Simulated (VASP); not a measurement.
# ZnO (ref) (P6_3mc) in VASP: further runs, part 2 of 3

VASP 6.6.1. The steps go on from the part before.

## (3) Single point, r2SCAN

File POSCAR:

```
ZnO
1.0
    3.2351576527      0.0000000000      0.0000000000
   -1.6175788264      2.8017287125      0.0000000000
    0.0000000000      0.0000000000      5.2110795600
Zn O
2 2
Direct
    0.3333333333      0.6666666667     -0.0349338886
    0.6666666667      0.3333333333      0.4650661114
    0.3333333333      0.6666666667      0.4169338886
    0.6666666667      0.3333333333      0.9169338886
```

File INCAR.step1:

```
PREC = Accurate
ENCUT = 520
ISMEAR = 0
SIGMA = 0.01
LREAL = F
LASPH = T
NELM = 80
NBANDS = 26
GGA = PE
ALGO = Normal
EDIFF = 1E-4
LWAVE = T
LCHARG = F
```

File INCAR.step2:

```
PREC = Accurate
ENCUT = 520
EDIFF = 1E-6
ISMEAR = 0
SIGMA = 0.01
LREAL = F
LASPH = T
NELM = 80
ALGO = Normal
ISIF = 2
LWAVE = F
LCHARG = F
METAGGA = R2SCAN
LMIXTAU = T
NBANDS = 26
ISTART = 1
```

File KPOINTS:

```
Automatic mesh
0
Gamma
  12 12 8
```

Potentials or basis: VASP PAW PBE potentials, release 64 (Zn, O).

Started as:

```console
$ cat potpaw_PBE.64/Zn/POTCAR potpaw_PBE.64/O/POTCAR > POTCAR
$ cp INCAR.step1 INCAR
$ mpirun -np 1 vasp_std > vasp.out
$ cp INCAR.step2 INCAR
$ mpirun -np 1 vasp_std > vasp.out
```

OUTCAR:

```text
PREC = Accurate
   ENCUT = 520
   EDIFF = 1E-6
   ISMEAR = 0
   LREAL = F
   LASPH = T
   NELM = 80
   ISIF = 2
   METAGGA = R2SCAN
   ISTART = 1

 ion  position               nearest neighbor table
   1  0.333  0.667  0.965-   4 1.88   4 1.88   4 1.88   3 2.35
   2  0.667  0.333  0.465-   3 1.88   3 1.88   3 1.88   4 2.35
   3  0.333  0.667  0.417-   2 1.88   2 1.88   2 1.88   1 2.35
   4  0.667  0.333  0.917-   1 1.88   1 1.88   1 1.88   2 2.35

  LATTYP: Found a hexagonal cell.
 ALAT       =     3.2351576527
 C/A-ratio  =     1.6107652607

  Lattice vectors:

 A1 = (   3.2351576527,   0.0000000000,   0.0000000000)
 A2 = (  -1.6175788264,   2.8017287125,   0.0000000000)
 A3 = (   0.0000000000,   0.0000000000,   5.2110795600)

Analysis of symmetry for initial positions (statically):
=====================================================================
 Subroutine PRICEL returns:
 Original cell was already a primitive cell.

 Routine SETGRP: Setting up the symmetry group for a
 hexagonal supercell.

 Subroutine GETGRP returns: Found 12 space group operations
 (whereof  6 operations were pure point group operations)
 out of a pool of 24 trial point group operations.

The static configuration has the point symmetry C_3v.
 The point group associated with its full space group is C_6v.

Analysis of symmetry for dynamics (positions and initial velocities):
=====================================================================
 Subroutine PRICEL returns:
 Original cell was already a primitive cell.

 Routine SETGRP: Setting up the symmetry group for a
 hexagonal supercell.

 Subroutine GETGRP returns: Found 12 space group operations
 (whereof  6 operations were pure point group operations)
 out of a pool of 24 trial point group operations.

The dynamic configuration has the point symmetry C_3v.
 The point group associated with its full space group is C_6v.

 Subroutine INISYM returns: Found 12 space group operations
 (whereof  6 operations are pure point group operations),
 and found     1 'primitive' translations

----------------------------------------------------------------------------------------

                                     Primitive cell

  volume of cell :      47.2334

  direct lattice vectors                    reciprocal lattice vectors
     3.235157653  0.000000000  0.000000000     0.309103947  0.178461247  0.000000000
    -1.617578826  2.801728713  0.000000000     0.000000000  0.356922494  0.000000000
     0.000000000  0.000000000  5.211079560     0.000000000  0.000000000  0.191898816

  length of vectors
     3.235157653  3.235157653  5.211079560     0.356922494  0.356922494  0.191898816

  position of ions in fractional coordinates (direct lattice)
     0.333333333  0.666666667  0.965066111
     0.666666667  0.333333333  0.465066111
     0.333333333  0.666666667  0.416933889
     0.666666667  0.333333333  0.916933889

  ion indices of the primitive-cell ions
   primitive index   ion index
                 1           1
                 2           2
                 3           3
                 4           4

----------------------------------------------------------------------------------------

 KPOINTS: Automatic mesh

Automatic generation of k-mesh.
 Grid dimensions read from file:
 generate k-points for:   12   12    8

 Generating k-lattice:

  Cartesian coordinates                     Fractional coordinates (reciprocal lattice)
     0.025758662  0.014871771  0.000000000     0.083333333  0.000000000  0.000000000
     0.000000000  0.029743541  0.000000000     0.000000000  0.083333333  0.000000000
     0.000000000  0.000000000  0.023987352     0.000000000  0.000000000  0.125000000

  Length of vectors
     0.029743541  0.029743541  0.023987352

  Shift w.r.t. Gamma in fractional coordinates (k-lattice)
     0.000000000  0.000000000  0.000000000

 Subroutine IBZKPT returns following result:
 ===========================================

 Found     95 irreducible k-points:

 Following reciprocal coordinates:
            Coordinates               Weight
  0.000000  0.000000  0.000000      1.000000
  0.083333 -0.000000  0.000000      6.000000
  0.166667 -0.000000  0.000000      6.000000
  0.250000 -0.000000  0.000000      6.000000
  0.333333  0.000000  0.000000      6.000000
  0.416667 -0.000000  0.000000      6.000000
[... 16 lines left out ...]
  0.250000 -0.000000  0.125000     12.000000
  0.333333  0.000000  0.125000     12.000000
 [... further k-points ...]
   k-points           NKPTS =     95   k-points in BZ     NKDIM =     95   number of bands    NBANDS=     26
   number of dos      NEDOS =    301   number of ions     NIONS =      4
   total plane-waves  NPLWV =  23040
   dimension x,y,z NGX =    24 NGY =   24 NGZ =   40
   dimension x,y,z NGXF=    48 NGYF=   48 NGZF=   80
   ions per type =               2   2
   NGX,Y,Z   is equivalent  to a cutoff of  12.33, 12.33, 12.76 a.u.
   NGXF,Y,Z  is equivalent  to a cutoff of  24.67, 24.67, 25.52 a.u.
 SYSTEM =  unknown system
   PREC   = accura    normal or accurate (medium, high low for compatibility)
   ISTART =      1    job   : 0-new  1-cont  2-samecut
   ICHARG =      0    charge: 1-file 2-atom 10-const
   ISPIN  =      1    spin polarized calculation?
   LNONCOLLINEAR =      F non collinear calculations
   LSORBIT =      F    spin-orbit coupling
   LASPH  =      T    aspherical Exc in radial PAW
   ENCUT  =  520.0 eV  38.22 Ry    6.18 a.u.   6.02  6.02  9.69*2*pi/ulx,y,z
   NELM   =     80;   NELMIN=  2; NELMDL=  0     # of ELM steps
   EDIFF  = 0.1E-05   stopping-criterion for ELM
   LREAL  =      F    real-space projection
   EDIFFG = 0.1E-04   stopping-criterion for IOM
   NSW    =      0    number of steps for IOM
   IBRION =     -1    ionic relax: 0-MD 1-quasi-New 2-CG
   NFREE  =      0    steps in history (QN), initial steepest desc. (CG)
   ISIF   =      2    stress and relaxation
   ISYM   =      2    0-nonsym 1-usesym 2-fastsym
   POTIM  = 0.5000    time-step for ionic-motion
   TEBEG  =    0.0;   TEEND  =   0.0 temperature during run
   PSTRESS=    0.0 pullay stress
   NELECT =      36.0000    total number of electrons
   NUPDOWN=      -1.0000    fix difference up-down
   EMIN   =  10.00;   EMAX   =-10.00  energy-range for DOS
   EFERMI =   0.00;   METHOD = LEGACY
   ISMEAR =     0;   SIGMA  =   0.01  broadening in eV -4-tet -1-fermi 0-gaus
   EFERMI_NEDOS =   21; number of points for ismear=-14 and -15
   IALGO  =     38    algorithm
   IMIX   =      4    mixing-type and parameters
     AMIX     =   0.40;   BMIX     =  1.00
     AMIX_MAG =   1.60;   BMIX_MAG =  1.00
  volume/ion in A,a.u.               =      11.81        79.69
  Fermi-wavevector in a.u.,A,eV,Ry     =   1.495406  2.825908 30.425899  2.236240
  Thomas-Fermi vector in A             =   2.607555
   LORBIT       =      0    0 simple, 1 ext, 2 COOP (PROOUT), +10 PAW based schemes
   METAGGA = R2SCAN    functional components
   LHFCALC =     F    Hartree Fock is set to
   AEXX    =    0.0000 exact exchange contribution
   IVDW    =     0    specifies the selected vdW correction
   LEPSILON=     F    determine dielectric tensor
   LRPA    =     F    only Hartree local field effects (RPA)
 non-spin polarized calculation
 Gauss-broadening in eV      SIGMA  =   0.01
  energy-cutoff  :      520.00
  volume of cell :       47.23
 maximum number of plane-waves:      1296
   NGX = 13   NGY = 13   NGZ = 19

 number of electron      36.0000034 magnetization

 Free energy of the ion-electron system (eV)
  ---------------------------------------------------
  ext. energy  EPLUGINS =         0.00000000
  ---------------------------------------------------
  free energy    TOTEN  =       -35.90165388 eV

  energy without entropy =      -35.90165388  energy(sigma->0) =      -35.90165388

 E-fermi :   1.1639     XC(G=0): -11.6908

 val. band max:        1.0912519858   @ k =   0.0000   0.0000   0.0000
 cond. band min:       2.3835779095   @ k =   0.0000   0.0000   0.0000
 fundamental gap:      1.2923259237
 Fermi energy:         1.1639362561

 k-point     1 :       0.0000    0.0000    0.0000
  band No.  band energies     occupation
      1     -18.3240      2.00000
      2     -17.6790      2.00000
      3      -5.3580      2.00000
      4      -5.3579      2.00000
      5      -5.3464      2.00000
      6      -5.3463      2.00000
[... 18 lines left out ...]
     25      15.8622      0.00000
     26      16.3908      0.00000
[... 644 lines left out ...]
      4      -5.2756      2.00000
      5      -4.7566      2.00000
      6      -4.7129      2.00000
[... 18 lines left out ...]
     25      16.0003      0.00000
     26      16.8203      0.00000

 [... further k-points ...]
[... 5 lines left out ...]
  --------------------------------------------------------------------------------------
  -------------------------------------------------------------------------------------
  Total        3.6566727      3.6566727     -1.5507746     -0.0000000      0.0000000      0.0000000
  in kB      124.0359111    124.0359111    -52.6029426     -0.0000000      0.0000000      0.0000000
  external PRESSURE =      65.1562932 kB  Pullay stress =       0.0000000 kB

 VOLUME and BASIS-vectors are now :
 -----------------------------------------------------------------------------
  energy-cutoff  :      520.00
  volume of cell :       47.23
      direct lattice vectors                 reciprocal lattice vectors
     3.235157653  0.000000000  0.000000000     0.309103947  0.178461247  0.000000000
    -1.617578826  2.801728713  0.000000000     0.000000000  0.356922494  0.000000000
     0.000000000  0.000000000  5.211079560     0.000000000  0.000000000  0.191898816

 POSITION                                       TOTAL-FORCE (eV/Angst)
 -----------------------------------------------------------------------------------
     -0.00000      1.86782      5.02904         0.000000      0.000000      0.586705
      1.61758      0.93391      2.42350        -0.000000      0.000000      0.586705
     -0.00000      1.86782      2.17268         0.000000     -0.000000     -0.586705
      1.61758      0.93391      4.77822         0.000000      0.000000     -0.586705
 -----------------------------------------------------------------------------------
    total drift:                               -0.000001     -0.000001      0.005116

  FREE ENERGIE OF THE ION-ELECTRON SYSTEM (eV)
  ---------------------------------------------------
  free  energy   TOTEN  =       -35.9016538751 eV

  energy  without entropy=      -35.9016538751  energy(sigma->0) =      -35.90165388
```

Wall time 4 min (1 thread of AMD EPYC 9R45 (Zen 5), shared host); peak memory 0.2 GiB.

What came out:

```
Free energy            : -35.9017 eV
Pressure               : 6.5 GPa
Largest force          : 0.587 eV/Å
Band gap on the k mesh : 1.29 eV, direct
```

Forces on the atoms (eV/Å):
```
Zn   0.000  0.000  0.587
Zn   0.000  0.000  0.587
O    0.000  0.000 -0.587
O    0.000  0.000 -0.587
```

Caveat: the PAW data sets were made with another functional, which shifts forces and pressure a little. A k mesh can miss the band edges.

[end of part 2 of 3]
